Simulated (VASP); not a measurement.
# Si (a cell with a defect) in VASP: single point with PBE+D3(BJ)

Aim: the single point of Si (a cell with a defect) with PBE+D3(BJ).

Program: VASP 6.6.1. These are calculated values, not measurements. Logs are shortened: lines on timing, memory, paths and dates and some standing lists are left out, and cuts for length are marked.

## 1. The cell of the first run

The cell holds a defect, 63 atoms: a = 10.860 Å, b = 10.860 Å, c = 10.860 Å, α = 90.00°, β = 90.00°, γ = 90.00°.

## 2. Single point, PBE+D3(BJ)

INCAR reads:

```
SYSTEM = Si
  ALGO = Normal
  EDIFF = 1E-7
  ENCUT = 520
  GGA = PE
  ISIF = 2
  ISMEAR = 0
  IVDW = 12
  LASPH = .True.
  LCHARG = .False.
  LREAL = Auto
  LWAVE = .False.
  NBANDS = 163
  NELM = 80
  PREC = Accurate
  SIGMA = 0.02
```

KPOINTS reads:

```
k-points
0
Gamma
  1 1 1
  0 0 0
```

POSCAR reads:

```
Si
1.0
   10.8600000000      0.0000000000      0.0000000000
    0.0000000000     10.8600000000      0.0000000000
    0.0000000000      0.0000000000     10.8600000000
Si
63
Direct
    0.5006183241     -0.0001581031      0.0002726519
    0.6232752302      0.1252738490      0.1262549724
    0.7500594843      0.2498476059      0.0018215470
    0.8759817680      0.3746276243      0.1267028545
    0.7496616943     -0.0000436464      0.2498652855
    0.8754866483      0.1247965930      0.3746421731
    0.0006178637      0.0000534070     -0.0004955801
    0.1225037753      0.1300370166      0.1304947514
    0.2480973297      0.2503921731      0.0023164825
    0.3679237569      0.3765122468      0.1308596685
    0.4983671271      0.5002991713      0.0024964088
    0.6266844383      0.6251716390      0.1233734807
    0.7524365562      0.7485996317     -0.0027777164
    0.8738470534      0.8741581031      0.1247459484
    0.2475388582      0.0025843462      0.2518198895
    0.3655470534      0.1336511971      0.3772222836
    0.4965390424      0.2506849908      0.2506880295
    0.6237762431      0.3741024862      0.3742901473
    0.7498762431      0.4999933702      0.2505006446
    0.8775733886      0.6184421731      0.3766903315
    0.4963069982      0.0040399632      0.4991025783
    0.6262002762      0.1220055249      0.6253174954
    0.7492016575      0.2488067219      0.4991965930
    0.8772295580      0.3738209945      0.6184518416
    0.7523130755     -0.0035999079      0.7488470534
    0.8728861878      0.1248674954      0.8745258748
    0.0005667587      0.4994646409      0.0003979742
    0.1244472376      0.6253266114      0.1263240331
    0.2486300184      0.7515030387      0.0008369245
    0.3733219153      0.8775508287      0.1255346225
    0.0008021179      0.2629953959      0.2642409761
    0.1010327808      0.4201020258      0.4233028545
    0.2406378453      0.5028460405      0.2621203499
    0.3779269797      0.6270295580      0.3735877532
    0.5013338858      0.7508660221      0.2463682320
    0.6227024862      0.8757659300      0.3737242173
    0.0009182320      0.0000357274      0.5000880295
    0.1252243094      0.1251369245      0.6263728361
    0.2400995396      0.2635078269      0.5058280847
    0.3791942910      0.3734779006      0.6290065378
    0.5004948435      0.4998159300      0.5002798343
    0.6259918969      0.6245313996      0.6244209945
    0.7510291897      0.7475148250      0.4972831492
    0.8773960405      0.8709221915      0.6222596685
    0.2492484346     -0.0011583794      0.7514455801
    0.3736229282      0.1242027624      0.8771739411
    0.5024804788      0.2455818600      0.7515929098
    0.6245191529      0.3730186924      0.8758042357
    0.7518270718      0.4972041436      0.7464987109
    0.8770534991      0.6218767956      0.8714000000
   -0.0000903315      0.7480845304      0.2519371087
    0.1250482505      0.8738564457      0.3756953959
    0.1317708103      0.6032173112      0.6052862799
    0.2532434622      0.7505386740      0.4994256906
    0.3754220994      0.8761915285      0.6266629834
    0.0006029466      0.2510450276      0.7485101289
    0.1252951197      0.3748969613      0.8748155617
    0.2542956722      0.4990228361      0.7525663904
    0.3753846225      0.6279618785      0.8772757827
    0.5012222836      0.7498598527      0.7496626151
    0.6254865562      0.8740569982      0.8747747698
    0.0024674954      0.7363734807      0.7370000000
    0.1228968692      0.8687651934      0.8695961326
```

Potentials or basis: VASP PAW PBE potentials, release 64 (Si).

The run is started by

```sh
$ cat potpaw_PBE.64/Si/POTCAR > POTCAR
$ mpirun -np 1 vasp_gam > vasp.out
```

OUTCAR:

```text
SYSTEM = Si
   EDIFF = 1E-7
   ENCUT = 520
   GGA = PE
   ISIF = 2
   ISMEAR = 0
   IVDW = 12
   LASPH = .True.
   LREAL = Auto
   NELM = 80
   PREC = Accurate
 IVDW          = 12

 ion  position               nearest neighbor table
   1  0.501  1.000  0.000-   2 2.35  46 2.35  30 2.35  61 2.36
   2  0.623  0.125  0.126-   1 2.35   5 2.35   3 2.36  17 2.36
   3  0.750  0.250  0.002-  48 2.35  26 2.35   4 2.35   2 2.36
   4  0.876  0.375  0.127-  19 2.35  31 2.35   3 2.35  27 2.36
   5  0.750  1.000  0.250-  36 2.35  14 2.35   2 2.35   6 2.35
   6  0.875  0.125  0.375-  23 2.35   5 2.35  31 2.35  37 2.36
[... 11 lines left out ...]
  18  0.624  0.374  0.374-  17 2.35  41 2.35  23 2.36  19 2.36
  19  0.750  0.500  0.251-  20 2.34   4 2.35  12 2.35  18 2.36
  20  0.878  0.618  0.377-  19 2.34  43 2.36  51 2.36
  21  0.496  0.004  0.499-  22 2.35  55 2.36  36 2.38  16 2.40
  22  0.626  0.122  0.625-  47 2.34  21 2.35  25 2.35  23 2.36
  23  0.749  0.249  0.499-  24 2.34   6 2.35  18 2.36  22 2.36
  24  0.877  0.374  0.618-  23 2.34  56 2.36  49 2.36
  25  0.752  0.996  0.749-  26 2.35  61 2.35  22 2.35  44 2.36
  26  0.873  0.125  0.875-  25 2.35   3 2.35   7 2.37  56 2.38
  27  0.001  0.499  0.000-  57 2.35  50 2.35  28 2.36   4 2.36
  28  0.124  0.625  0.126-  51 2.34  33 2.35  27 2.36  29 2.36
  29  0.249  0.752  0.001-  59 2.34  63 2.35  30 2.35  28 2.36
  30  0.373  0.878  0.126-   1 2.35  29 2.35  35 2.36  15 2.36
[... 31 lines left out ...]
  62  0.002  0.736  0.737-  50 2.35  44 2.35  63 2.42  53 2.47
  63  0.123  0.869  0.870-  29 2.35  45 2.35   7 2.41  62 2.42

  LATTYP: Found a simple cubic cell.
 ALAT       =    10.8600000000

  Lattice vectors:

 A1 = (  10.8600000000,   0.0000000000,   0.0000000000)
 A2 = (   0.0000000000,  10.8600000000,   0.0000000000)
 A3 = (   0.0000000000,   0.0000000000,  10.8600000000)

Analysis of symmetry for initial positions (statically):
=====================================================================
 Subroutine PRICEL returns:
 Original cell was already a primitive cell.

 Routine SETGRP: Setting up the symmetry group for a
 simple cubic supercell.

 Subroutine GETGRP returns: Found  1 space group operations
 (whereof  1 operations were pure point group operations)
 out of a pool of 48 trial point group operations.

The static configuration has the point symmetry C_1 .

Analysis of symmetry for dynamics (positions and initial velocities):
=====================================================================
 Subroutine PRICEL returns:
 Original cell was already a primitive cell.

 Routine SETGRP: Setting up the symmetry group for a
 simple cubic supercell.

 Subroutine GETGRP returns: Found  1 space group operations
 (whereof  1 operations were pure point group operations)
 out of a pool of 48 trial point group operations.

The dynamic configuration has the point symmetry C_1 .

 Subroutine INISYM returns: Found  1 space group operations
 (whereof  1 operations are pure point group operations),
 and found     1 'primitive' translations

----------------------------------------------------------------------------------------

                                     Primitive cell

  volume of cell :    1280.8241

  direct lattice vectors                    reciprocal lattice vectors
    10.860000000  0.000000000  0.000000000     0.092081031  0.000000000  0.000000000
     0.000000000 10.860000000  0.000000000     0.000000000  0.092081031  0.000000000
     0.000000000  0.000000000 10.860000000     0.000000000  0.000000000  0.092081031

  length of vectors
    10.860000000 10.860000000 10.860000000     0.092081031  0.092081031  0.092081031

  position of ions in fractional coordinates (direct lattice)
     0.500618324  0.999841897  0.000272652
     0.623275230  0.125273849  0.126254972
     0.750059484  0.249847606  0.001821547
     0.875981768  0.374627624  0.126702855
     0.749661694  0.999956354  0.249865286
     0.875486648  0.124796593  0.374642173
[... 55 lines left out ...]
     0.002467495  0.736373481  0.737000000
     0.122896869  0.868765193  0.869596133

  ion indices of the primitive-cell ions
   primitive index   ion index
                 1           1
                 2           2
                 3           3
                 4           4
                 5           5
                 6           6
[... 55 lines left out ...]
                62          62
                63          63

----------------------------------------------------------------------------------------

 KPOINTS: k-points

Automatic generation of k-mesh.
 Grid dimensions read from file:
 generate k-points for:    1    1    1

 Generating k-lattice:

  Cartesian coordinates                     Fractional coordinates (reciprocal lattice)
     0.092081031  0.000000000  0.000000000     1.000000000  0.000000000  0.000000000
     0.000000000  0.092081031  0.000000000     0.000000000  1.000000000  0.000000000
     0.000000000  0.000000000  0.092081031     0.000000000  0.000000000  1.000000000

  Length of vectors
     0.092081031  0.092081031  0.092081031

  Shift w.r.t. Gamma in fractional coordinates (k-lattice)
     0.000000000  0.000000000  0.000000000

 Subroutine IBZKPT returns following result:
 ===========================================

 Found      1 irreducible k-points:

 Following reciprocal coordinates:
            Coordinates               Weight
  0.000000  0.000000  0.000000      1.000000
   k-points           NKPTS =      1   k-points in BZ     NKDIM =      1   number of bands    NBANDS=    163
   number of dos      NEDOS =    301   number of ions     NIONS =     63
   total plane-waves  NPLWV = 592704
   dimension x,y,z NGX =    84 NGY =   84 NGZ =   84
   dimension x,y,z NGXF=   168 NGYF=  168 NGZF=  168
   ions per type =              63
   NGX,Y,Z   is equivalent  to a cutoff of  12.86, 12.86, 12.86 a.u.
   NGXF,Y,Z  is equivalent  to a cutoff of  25.72, 25.72, 25.72 a.u.
 SYSTEM =  Si
   PREC   = accura    normal or accurate (medium, high low for compatibility)
   ISTART =      0    job   : 0-new  1-cont  2-samecut
   ICHARG =      2    charge: 1-file 2-atom 10-const
   ISPIN  =      1    spin polarized calculation?
   LNONCOLLINEAR =      F non collinear calculations
   LSORBIT =      F    spin-orbit coupling
   LASPH  =      T    aspherical Exc in radial PAW
   ENCUT  =  520.0 eV  38.22 Ry    6.18 a.u.  20.19 20.19 20.19*2*pi/ulx,y,z
   NELM   =     80;   NELMIN=  2; NELMDL= -5     # of ELM steps
   EDIFF  = 0.1E-06   stopping-criterion for ELM
   LREAL  =      T    real-space projection
   EDIFFG = 0.1E-05   stopping-criterion for IOM
   NSW    =      0    number of steps for IOM
   IBRION =     -1    ionic relax: 0-MD 1-quasi-New 2-CG
   NFREE  =      0    steps in history (QN), initial steepest desc. (CG)
   ISIF   =      2    stress and relaxation
   ISYM   =      2    0-nonsym 1-usesym 2-fastsym
   POTIM  = 0.5000    time-step for ionic-motion
   TEBEG  =    0.0;   TEEND  =   0.0 temperature during run
   PSTRESS=    0.0 pullay stress
   NELECT =     252.0000    total number of electrons
   NUPDOWN=      -1.0000    fix difference up-down
   EMIN   =  10.00;   EMAX   =-10.00  energy-range for DOS
   EFERMI =   0.00;   METHOD = LEGACY
   ISMEAR =     0;   SIGMA  =   0.02  broadening in eV -4-tet -1-fermi 0-gaus
   EFERMI_NEDOS =   21; number of points for ismear=-14 and -15
   IALGO  =     38    algorithm
   IMIX   =      4    mixing-type and parameters
     AMIX     =   0.40;   BMIX     =  1.00
     AMIX_MAG =   1.60;   BMIX_MAG =  1.00
  volume/ion in A,a.u.               =      20.33       137.20
  Fermi-wavevector in a.u.,A,eV,Ry     =   0.952164  1.799329 12.335269  0.906617
  Thomas-Fermi vector in A             =   2.080702
   LORBIT       =      0    0 simple, 1 ext, 2 COOP (PROOUT), +10 PAW based schemes
   GGA     = PE    functional components
   LHFCALC =     F    Hartree Fock is set to
   AEXX    =    0.0000 exact exchange contribution
   IVDW    =    12    specifies the selected vdW correction
   LEPSILON=     F    determine dielectric tensor
   LRPA    =     F    only Hartree local field effects (RPA)
 non-spin polarized calculation
 Gauss-broadening in eV      SIGMA  =   0.02
  energy-cutoff  :      520.00
  volume of cell :     1280.82
 maximum number of plane-waves:     17229
 NGX is ok and might be reduce to    84
   NGX = 41   NGY = 41   NGZ = 41

 number of electron     251.9999993 magnetization

 Free energy of the ion-electron system (eV)
  ---------------------------------------------------
  ext. energy  EPLUGINS =         0.00000000
  ---------------------------------------------------
  free energy    TOTEN  =      -331.85708599 eV

  energy without entropy =     -331.85708200  energy(sigma->0) =     -331.85708399

 E-fermi :   6.1918     XC(G=0):  -9.3421

 val. band max:        6.1330207791   @ k =   0.0000   0.0000   0.0000
 cond. band min:       6.2506057081   @ k =   0.0000   0.0000   0.0000
 fundamental gap:      0.1175849290
 Fermi energy:         6.1918132398

 k-point     1 :       0.0000    0.0000    0.0000
  band No.  band energies     occupation
      1      -6.1798      2.00000
      2      -5.1429      2.00000
      3      -5.1305      2.00000
      4      -5.1204      2.00000
      5      -5.1152      2.00000
      6      -5.0788      2.00000
[... 130 lines left out ...]
    137       6.9131      0.00000
    138       6.9368      0.00000
 [bands above 138 left out]

------------------------ aborting loop because EDIFF is reached ----------------------------------------

 Edisp (eV)  -19.92675

 E6    (eV) :   -11.6674

 E8    (eV) :    -8.2593

  FORCE on cell =-STRESS in cart. coord.  units (eV):
  Direction    XX          YY          ZZ          XY          YZ          ZX
  --------------------------------------------------------------------------------------
  -------------------------------------------------------------------------------------
  Total      -0.75390    -9.53693    -9.81875     2.98223    -3.79261     4.14577
  in kB      -0.94305   -11.92970   -12.28224     3.73046    -4.74416     5.18592
  external pressure =       -8.38 kB  Pullay stress =        0.00 kB

 VOLUME and BASIS-vectors are now :
 -----------------------------------------------------------------------------
  energy-cutoff  :      520.00
  volume of cell :     1280.82
      direct lattice vectors                 reciprocal lattice vectors
    10.860000000  0.000000000  0.000000000     0.092081031  0.000000000  0.000000000
     0.000000000 10.860000000  0.000000000     0.000000000  0.092081031  0.000000000
     0.000000000  0.000000000 10.860000000     0.000000000  0.000000000  0.092081031

 POSITION                                       TOTAL-FORCE (eV/Angst)
 -----------------------------------------------------------------------------------
      5.43671     10.85828      0.00296        -0.003109      0.000287      0.003685
      6.76877      1.36047      1.37113         0.003117      0.007397     -0.000003
      8.14565      2.71335      0.01978         0.009374      0.007077      0.001782
      9.51316      4.06846      1.37599         0.009654      0.020171      0.022303
      8.14133     10.85953      2.71354         0.007727      0.017825     -0.000225
      9.50779      1.35529      4.06861         0.007255      0.033663      0.021429
[... 55 lines left out ...]
      0.02680      7.99702      8.00382        -0.008712      0.006268      0.011282
      1.33466      9.43479      9.44381         0.006148      0.017761      0.013737
 -----------------------------------------------------------------------------------
    total drift:                                0.007639     -0.011718     -0.000166

  FREE ENERGIE OF THE ION-ELECTRON SYSTEM (eV)
  ---------------------------------------------------
  free  energy   TOTEN  =      -351.7838351373 eV

  energy  without entropy=     -351.7838311509  energy(sigma->0) =     -351.78383314
```

Wall time 9.7 min (1 thread of Intel Xeon Platinum 8488C (Sapphire Rapids), shared host); peak memory 0.99 GiB.

What came out:

```yaml
Free_energy: -351.7838 eV
Pressure: -0.8 GPa
Largest_force: 0.574 eV/Å
Dispersion_energy_per_atom: -0.316 eV
```

Forces on the atoms (eV/Å):
```
Si  -0.003  0.000  0.004
Si   0.003  0.007  0.000
Si   0.009  0.007  0.002
Si   0.010  0.020  0.022
Si   0.008  0.018  0.000
Si   0.007  0.034  0.021
Si  -0.012  0.015  0.026
Si   0.009  0.031  0.032
Si  -0.005  0.011  0.004
Si  -0.014  0.005  0.021
Si  -0.028 -0.007  0.018
Si  -0.011  0.007 -0.008
Si   0.002 -0.004 -0.002
Si   0.004 -0.024  0.027
Si  -0.004 -0.007 -0.009
Si   0.041 -0.046 -0.009
Si  -0.002 -0.003 -0.002
Si  -0.011 -0.003  0.002
Si  -0.033  0.009 -0.004
Si  -0.112  0.049  0.012
Si   0.003 -0.015  0.004
Si  -0.007  0.005  0.017
Si  -0.015  0.018  0.017
Si  -0.083  0.040  0.050
Si   0.003  0.009 -0.002
Si   0.010  0.017 -0.011
Si   0.007  0.006  0.008
Si   0.015 -0.009  0.021
Si  -0.016 -0.008  0.000
Si   0.002 -0.012 -0.001
Si  -0.004  0.069  0.067
Si   0.317 -0.272 -0.393
Si   0.000 -0.010  0.026
Si   0.010  0.011 -0.025
Si   0.013  0.018  0.007
Si   0.010  0.026  0.006
Si  -0.001  0.001  0.006
Si  -0.007  0.010  0.001
Si   0.064 -0.066 -0.027
Si   0.012 -0.014  0.003
Si  -0.007  0.003  0.000
Si  -0.014  0.001  0.013
Si  -0.040  0.023 -0.001
Si  -0.001  0.000  0.008
Si  -0.022  0.010 -0.006
Si  -0.006  0.001  0.005
Si   0.002  0.007  0.019
Si  -0.014  0.016  0.027
Si  -0.036 -0.007  0.022
Si   0.000 -0.003  0.001
Si   0.007 -0.035  0.035
Si  -0.002 -0.003  0.004
Si  -0.026 -0.011 -0.032
Si   0.007 -0.005 -0.023
Si  -0.006 -0.005  0.019
Si  -0.003  0.046 -0.032
Si  -0.008  0.006  0.002
Si  -0.008 -0.011 -0.025
Si  -0.009 -0.005 -0.007
Si  -0.009  0.004  0.011
Si   0.008  0.005  0.002
Si  -0.009  0.006  0.011
Si   0.006  0.018  0.014
```

Levels at points of the mesh, in eV from the Fermi level:
```tsv
k point	band 123	band 124	band 125	band 126	band 127	band 128	band 129	band 130
(0.00, 0.00, 0.00)	-0.88	-0.82	-0.71	-0.06	0.06	0.15	0.23	0.27
```

Caveat: the k points lie up to 0.58 Å⁻¹ apart.
